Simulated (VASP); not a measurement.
Here is a VASP 6.6.1 calculation.

INCAR

```
  PREC = Accurate
  ENCUT = 520
  EDIFF = 1E-7
  ISMEAR = -1
  SIGMA = 0.1
  LREAL = F
  LASPH = T
  NELM = 80
  ALGO = Normal
  ISIF = 2
  LWAVE = F
  LCHARG = F
  GGA = CA
  NBANDS = 8
```

KPOINTS

```
Automatic mesh
0
Gamma
  14 14 14
```

POSCAR

```
Si
1.0
    2.5323954651      0.0000000000      0.0000000000
    0.0000000000      2.5323954651      0.0000000000
    0.0000000000      0.0000000000      2.5323954651
Si
1
Direct
    0.0000000000      0.0000000000      0.0000000000
```

Potentials or basis: VASP PAW LDA potentials, release 64 (Si).

Launch:

```console
$ cat potpaw_LDA.64/Si/POTCAR > POTCAR
$ mpirun -np 1 vasp_std > vasp.out
```

(1) Predict the pressure.

(2) Estimate the band gap on the k mesh.

Results:

(1) -3.5 GPa.

(2) zero (band 2 reaches 15.66 eV, above the bottom of band 3 at 5.34 eV).
